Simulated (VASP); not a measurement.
Crystal: Ni.

```
CELL_PARAMETERS angstrom
2.44802 0.00000 0.00000
-1.22401 2.12005 0.00000
0.00000 0.00000 4.07281
ATOMIC_POSITIONS crystal
Ni 0.66667 0.33333 0.75000
Ni 0.33333 0.66667 0.25000
```

This isn't the form of Ni at room conditions, which is fcc.

Base run:

```yaml
Program: VASP 6.6.1
Functional: LDA
Potentials_or_basis: VASP PAW LDA potentials, release 64 (Ni)
Cutoff: 520 eV
k_mesh: 12 × 12 × 7
Occupations: fermi-dirac, width 0.05 eV
Spin: collinear spin, ferromagnetic start
Starting_moments: "[1.0, 1.0] μB"
```

Its results: pressure -11.0 GPa; net moment 1.17 μB per cell; site moments Ni +0.59 μB.

The run is repeated on the same cell with these changes: functional from LDA to revPBE; potentials or basis from VASP PAW LDA potentials, release 64 (Ni) to VASP PAW PBE potentials, release 64 (Ni). What comes out?

Pressure 11.3 GPa; net moment 1.28 μB per cell; site moments Ni +0.65 μB.

Caveats: the cell stands under tension (at least some runs); the cell stands under pressure (at least some runs); the PAW data sets were made with another functional, which shifts forces and pressure a little (at least some runs).
